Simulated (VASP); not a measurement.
# KLuSn (P6_3mc) in VASP: single point with r2SCAN

Aim: the single point of KLuSn with r2SCAN.

Everything below comes from runs of VASP 6.6.1. Logs are shortened: lines on timing, memory, paths and dates and some standing lists are left out, and cuts for length are marked.

## 1. The cell of the first run

The structure is hexagonal, space group P6_3mc (No. 186). The conventional cell has a = 4.967 Å, b = 4.967 Å, c = 14.131 Å, α = 90.00°, β = 90.00°, γ = 120.00°. K (site symmetry 3m) has 3 Sn at 3.61 Å and 4 Lu at 4.05 to 4.21 Å within 4.7 Å. Sn (site symmetry 3m) has 3 Lu at 2.94 Å and 3 K at 3.61 Å within 3.9 Å. Within 3.9 Å of Lu (site symmetry 3m) lie 3 Sn at 2.94 Å.

## 2. Single point, r2SCAN

The input, POSCAR:

```
KLuSn
1.0
    2.4837379102      4.3019602531      0.0000000000
   -2.4837379102      4.3019602531      0.0000000000
    0.0000000000      0.0000000000     14.1309084662
K Sn Lu
2 2 2
Direct
    0.3333333333      0.3333333333      0.7454502185
    0.6666666667      0.6666666667      0.2454502185
    0.0000000000      0.0000000000     -0.0989971816
    0.0000000000      0.0000000000      0.4010028184
    0.3333333333      0.3333333333      0.4476469631
    0.6666666667      0.6666666667      0.9476469631
```

The input, INCAR.step1:

```
SYSTEM = KLuSn
PREC     = Accurate       ! precision mode
ENCUT    = 520            ! plane-wave cutoff, eV
ISMEAR   = 1              ! smearing method
SIGMA    = 0.0393         ! smearing width, eV
LREAL    = .FALSE.        ! projectors in reciprocal space
LASPH    = .TRUE.         ! aspherical terms in the spheres
NELM     = 60             ! most SCF steps
NBANDS   = 57             ! bands
GGA      = PE             ! functional
ALGO     = Normal         ! electronic algorithm
EDIFF    = 1E-4           ! SCF threshold, eV
LWAVE    = .TRUE.         ! write WAVECAR
LCHARG   = .FALSE.        ! write CHGCAR
```

The input, INCAR.step2:

```
SYSTEM = KLuSn
PREC     = Accurate       ! precision mode
ENCUT    = 520            ! plane-wave cutoff, eV
EDIFF    = 1E-7           ! SCF threshold, eV
ISMEAR   = 1              ! smearing method
SIGMA    = 0.0393         ! smearing width, eV
LREAL    = .FALSE.        ! projectors in reciprocal space
LASPH    = .TRUE.         ! aspherical terms in the spheres
NELM     = 60             ! most SCF steps
ALGO     = Normal         ! electronic algorithm
ISIF     = 2              ! what is computed and relaxed
LWAVE    = .FALSE.        ! write WAVECAR
LCHARG   = .FALSE.        ! write CHGCAR
METAGGA  = R2SCAN         ! meta-GGA
LMIXTAU  = .TRUE.       
NBANDS   = 57             ! bands
ISTART   = 1
```

The input, KPOINTS:

```
Automatic mesh
0
G
  7 7 2
  0 0 0
```

Potentials or basis: VASP PAW PBE potentials, release 64 (K_sv, Sn_d, Lu).

The run is started by

```
$ cat potpaw_PBE.64/K_sv/POTCAR potpaw_PBE.64/Sn_d/POTCAR potpaw_PBE.64/Lu/POTCAR > POTCAR
$ cp INCAR.step1 INCAR
$ mpirun -np 1 vasp_std > vasp.out
$ cp INCAR.step2 INCAR
$ mpirun -np 1 vasp_std > vasp.out
```

OUTCAR:

```text
SYSTEM = KLuSn
   PREC = Accurate
   ENCUT = 520
   EDIFF = 1E-7
   ISMEAR = 1
   LREAL = .FALSE.
   LASPH = .TRUE.
   NELM = 60
   ISIF = 2
   METAGGA = R2SCAN
   ISTART = 1

 ion  position               nearest neighbor table
   1  0.333  0.333  0.745-   3 3.61   3 3.61   3 3.61
   2  0.667  0.667  0.245-   4 3.61   4 3.61   4 3.61
   3  0.000  0.000  0.901-   6 2.94   6 2.94   6 2.94   1 3.61   1 3.61   1 3.61
   4  0.000  0.000  0.401-   5 2.94   5 2.94   5 2.94   2 3.61   2 3.61   2 3.61
   5  0.333  0.333  0.448-   4 2.94   4 2.94   4 2.94
   6  0.667  0.667  0.948-   3 2.94   3 2.94   3 2.94

  LATTYP: Found a hexagonal cell.
 ALAT       =     4.9674758204
 C/A-ratio  =     2.8446859083

  Lattice vectors:

 A1 = (   2.4837379102,  -4.3019602531,   0.0000000000)
 A2 = (   2.4837379102,   4.3019602531,   0.0000000000)
 A3 = (   0.0000000000,   0.0000000000,  14.1309084662)

Analysis of symmetry for initial positions (statically):
=====================================================================
 Subroutine PRICEL returns:
 Original cell was already a primitive cell.

 Routine SETGRP: Setting up the symmetry group for a
 hexagonal supercell.

 Subroutine GETGRP returns: Found 12 space group operations
 (whereof  6 operations were pure point group operations)
 out of a pool of 24 trial point group operations.

The static configuration has the point symmetry C_3v.
 The point group associated with its full space group is C_6v.

Analysis of symmetry for dynamics (positions and initial velocities):
=====================================================================
 Subroutine PRICEL returns:
 Original cell was already a primitive cell.

 Routine SETGRP: Setting up the symmetry group for a
 hexagonal supercell.

 Subroutine GETGRP returns: Found 12 space group operations
 (whereof  6 operations were pure point group operations)
 out of a pool of 24 trial point group operations.

The dynamic configuration has the point symmetry C_3v.
 The point group associated with its full space group is C_6v.

 Subroutine INISYM returns: Found 12 space group operations
 (whereof  6 operations are pure point group operations),
 and found     1 'primitive' translations

----------------------------------------------------------------------------------------

                                     Primitive cell

  volume of cell :     301.9759

  direct lattice vectors                    reciprocal lattice vectors
     2.483737910  4.301960253  0.000000000     0.201309485  0.116226085  0.000000000
    -2.483737910  4.301960253  0.000000000    -0.201309485  0.116226085  0.000000000
     0.000000000  0.000000000 14.130908466     0.000000000  0.000000000  0.070766859

  length of vectors
     4.967475820  4.967475820 14.130908466     0.232452171  0.232452171  0.070766859

  position of ions in fractional coordinates (direct lattice)
     0.333333333  0.333333333  0.745450218
     0.666666667  0.666666667  0.245450218
     0.000000000  0.000000000  0.901002818
     0.000000000  0.000000000  0.401002818
     0.333333333  0.333333333  0.447646963
     0.666666667  0.666666667  0.947646963

  ion indices of the primitive-cell ions
   primitive index   ion index
                 1           1
                 2           2
                 3           3
                 4           4
                 5           5
                 6           6

----------------------------------------------------------------------------------------

 KPOINTS: Automatic mesh

Automatic generation of k-mesh.
 Grid dimensions read from file:
 generate k-points for:    7    7    2

 Generating k-lattice:

  Cartesian coordinates                     Fractional coordinates (reciprocal lattice)
     0.028758498  0.016603726  0.000000000     0.142857143  0.000000000  0.000000000
    -0.028758498  0.016603726  0.000000000     0.000000000  0.142857143  0.000000000
     0.000000000  0.000000000  0.035383429     0.000000000  0.000000000  0.500000000

  Length of vectors
     0.033207453  0.033207453  0.035383429

  Shift w.r.t. Gamma in fractional coordinates (k-lattice)
     0.000000000  0.000000000  0.000000000

 Subroutine IBZKPT returns following result:
 ===========================================

 Found     16 irreducible k-points:

 Following reciprocal coordinates:
            Coordinates               Weight
  0.000000  0.000000  0.000000      1.000000
  0.142857 -0.000000  0.000000      6.000000
  0.285714 -0.000000  0.000000      6.000000
  0.428571  0.000000  0.000000      6.000000
  0.285714  0.142857  0.000000      6.000000
  0.428571  0.142857  0.000000     12.000000
[... 8 lines left out ...]
 -0.428571  0.142857  0.500000      6.000000
 -0.428571  0.285714  0.500000      6.000000
   k-points           NKPTS =     16   k-points in BZ     NKDIM =     16   number of bands    NBANDS=     57
   number of dos      NEDOS =    301   number of ions     NIONS =      6
   total plane-waves  NPLWV = 172800
   dimension x,y,z NGX =    40 NGY =   40 NGZ =  108
   dimension x,y,z NGXF=    80 NGYF=   80 NGZF=  216
   ions per type =               2   2   2
   NGX,Y,Z   is equivalent  to a cutoff of  13.39, 13.39, 12.71 a.u.
   NGXF,Y,Z  is equivalent  to a cutoff of  26.77, 26.77, 25.41 a.u.
 SYSTEM =  KLuSn
   PREC   = accura    normal or accurate (medium, high low for compatibility)
   ISTART =      1    job   : 0-new  1-cont  2-samecut
   ICHARG =      0    charge: 1-file 2-atom 10-const
   ISPIN  =      1    spin polarized calculation?
   LNONCOLLINEAR =      F non collinear calculations
   LSORBIT =      F    spin-orbit coupling
   LASPH  =      T    aspherical Exc in radial PAW
   ENCUT  =  520.0 eV  38.22 Ry    6.18 a.u.   9.24  9.24 26.27*2*pi/ulx,y,z
   NELM   =     60;   NELMIN=  2; NELMDL=  0     # of ELM steps
   EDIFF  = 0.1E-06   stopping-criterion for ELM
   LREAL  =      F    real-space projection
   EDIFFG = 0.1E-05   stopping-criterion for IOM
   NSW    =      0    number of steps for IOM
   IBRION =     -1    ionic relax: 0-MD 1-quasi-New 2-CG
   NFREE  =      0    steps in history (QN), initial steepest desc. (CG)
   ISIF   =      2    stress and relaxation
   ISYM   =      2    0-nonsym 1-usesym 2-fastsym
   POTIM  = 0.5000    time-step for ionic-motion
   TEBEG  =    0.0;   TEEND  =   0.0 temperature during run
   PSTRESS=    0.0 pullay stress
   NELECT =      96.0000    total number of electrons
   NUPDOWN=      -1.0000    fix difference up-down
   EMIN   =  10.00;   EMAX   =-10.00  energy-range for DOS
   EFERMI =   0.00;   METHOD = LEGACY
   ISMEAR =     1;   SIGMA  =   0.04  broadening in eV -4-tet -1-fermi 0-gaus
   EFERMI_NEDOS =   21; number of points for ismear=-14 and -15
   IALGO  =     38    algorithm
   IMIX   =      4    mixing-type and parameters
     AMIX     =   0.40;   BMIX     =  1.00
     AMIX_MAG =   1.60;   BMIX_MAG =  1.00
  volume/ion in A,a.u.               =      50.33       339.64
  Fermi-wavevector in a.u.,A,eV,Ry     =   1.117312  2.111414 16.985327  1.248386
  Thomas-Fermi vector in A             =   2.253934
   LORBIT       =      0    0 simple, 1 ext, 2 COOP (PROOUT), +10 PAW based schemes
   METAGGA = R2SCAN    functional components
   LHFCALC =     F    Hartree Fock is set to
   AEXX    =    0.0000 exact exchange contribution
   IVDW    =     0    specifies the selected vdW correction
   LEPSILON=     F    determine dielectric tensor
   LRPA    =     F    only Hartree local field effects (RPA)
 non-spin polarized calculation
 Methfessel and Paxton  Order N= 1 SIGMA  =   0.04
  energy-cutoff  :      520.00
  volume of cell :      301.98
 maximum number of plane-waves:      8150
 NGX is ok and might be reduce to    40
   NGX = 19   NGY = 19   NGZ = 53

 number of electron      96.0000024 magnetization

 Free energy of the ion-electron system (eV)
  ---------------------------------------------------
  ext. energy  EPLUGINS =         0.00000000
  ---------------------------------------------------
  free energy    TOTEN  =      -137.33194611 eV

  energy without entropy =     -137.33189446  energy(sigma->0) =     -137.33192889

 E-fermi :   0.7530     XC(G=0):  -7.4895

 val. band max:        0.7271108351   @ k =   0.4286   0.0000   0.0000
 cond. band min:       0.9511863782   @ k =   0.1429  -0.0000   0.0000
 fundamental gap:      0.2240755432
 Fermi energy:         0.7530359886

 k-point     1 :       0.0000    0.0000    0.0000
  band No.  band energies     occupation
      1     -57.9292      2.00000
      2     -57.9292      2.00000
      3     -31.7869      2.00000
      4     -31.7869      2.00000
      5     -28.1504      2.00000
      6     -28.1504      2.00000
[... 49 lines left out ...]
     56       3.8730      0.00000
     57       4.9962      0.00000

 k-point     2 :       0.1429   -0.0000    0.0000
  band No.  band energies     occupation
      1     -57.9292      2.00000
      2     -57.9292      2.00000
      3     -31.7867      2.00000
      4     -31.7867      2.00000
      5     -28.1503      2.00000
      6     -28.1502      2.00000
[... 49 lines left out ...]
     56       3.9899      0.00000
     57       4.7922      0.00000

 k-point     3 :       0.2857   -0.0000    0.0000
  band No.  band energies     occupation
      1     -57.9291      2.00000
      2     -57.9291      2.00000
      3     -31.7862      2.00000
      4     -31.7862      2.00000
      5     -28.1500      2.00000
      6     -28.1499      2.00000
[... 714 lines left out ...]
      1     -57.9291      2.00000
      2     -57.9291      2.00000
      3     -31.7857      2.00000
      4     -31.7857      2.00000
      5     -28.1496      2.00000
      6     -28.1496      2.00000
[... 49 lines left out ...]
     56       3.2450      0.00000
     57       3.5670      0.00000

 k-point    16 :      -0.4286    0.2857    0.5000
  band No.  band energies     occupation
      1     -57.9291      2.00000
      2     -57.9291      2.00000
      3     -31.7856      2.00000
      4     -31.7856      2.00000
      5     -28.1496      2.00000
      6     -28.1496      2.00000
[... 49 lines left out ...]
     56       3.2417      0.00000
     57       3.5508      0.00000

------------------------ aborting loop because EDIFF is reached ----------------------------------------

  FORCE on cell =-STRESS in cart. coord.  units (eV):
  Direction    XX          YY          ZZ          XY          YZ          ZX
  --------------------------------------------------------------------------------------
  -------------------------------------------------------------------------------------
  Total        0.1382720      0.1382720     -0.0377024     -0.0000000      0.0000000      0.0000000
  in kB        0.7336222      0.7336222     -0.2000359     -0.0000000      0.0000000      0.0000000
  external PRESSURE =       0.4224029 kB  Pullay stress =       0.0000000 kB

 VOLUME and BASIS-vectors are now :
 -----------------------------------------------------------------------------
  energy-cutoff  :      520.00
  volume of cell :      301.98
      direct lattice vectors                 reciprocal lattice vectors
     2.483737910  4.301960253  0.000000000     0.201309485  0.116226085  0.000000000
    -2.483737910  4.301960253  0.000000000    -0.201309485  0.116226085  0.000000000
     0.000000000  0.000000000 14.130908466     0.000000000  0.000000000  0.070766859

 POSITION                                       TOTAL-FORCE (eV/Angst)
 -----------------------------------------------------------------------------------
      0.00000      2.86797     10.53389         0.000000      0.000000      0.019463
      0.00000      5.73595      3.46843        -0.000000     -0.000000      0.019463
      0.00000      0.00000     12.73199         0.000000     -0.000000     -0.004361
      0.00000      0.00000      5.66653         0.000000      0.000000     -0.004361
      0.00000      2.86797      6.32566         0.000000     -0.000000     -0.015101
      0.00000      5.73595     13.39111        -0.000000     -0.000000     -0.015101
 -----------------------------------------------------------------------------------
    total drift:                                0.000000     -0.000000     -0.045550

  FREE ENERGIE OF THE ION-ELECTRON SYSTEM (eV)
  ---------------------------------------------------
  free  energy   TOTEN  =      -137.3319461082 eV

  energy  without entropy=     -137.3318944597  energy(sigma->0) =     -137.33192889
```

Wall time 56 min (1 thread of Intel Xeon Platinum 8488C (Sapphire Rapids), shared host); peak memory 0.61 GiB.

What came out:

* Free energy: -137.3319 eV
* Pressure: 0.0 GPa
* Largest force: 0.019 eV/Å
* Band gap on the k mesh: zero (band 48 reaches 0.73 eV, above the bottom of band 49 at 0.62 eV)

Forces on the atoms (eV/Å):
```
K    0.000  0.000  0.019
K    0.000  0.000  0.019
Sn   0.000  0.000 -0.004
Sn   0.000  0.000 -0.004
Lu   0.000  0.000 -0.015
Lu   0.000  0.000 -0.015
```

Levels at points of the mesh, in eV from the Fermi level:
```
           k point  band 46  band 47  band 48  band 49  band 50  band 51
(0.00, 0.00, 0.00)    -0.49    -0.48    -0.48    -0.14     0.86     2.30
(0.00, 0.00, 0.50)    -0.48    -0.48    -0.48     0.44     0.44     2.33
```

Caveat: the PAW data sets were made with another functional, which shifts forces and pressure a little; spin-orbit coupling is left out, which moves the levels of the heavy elements.
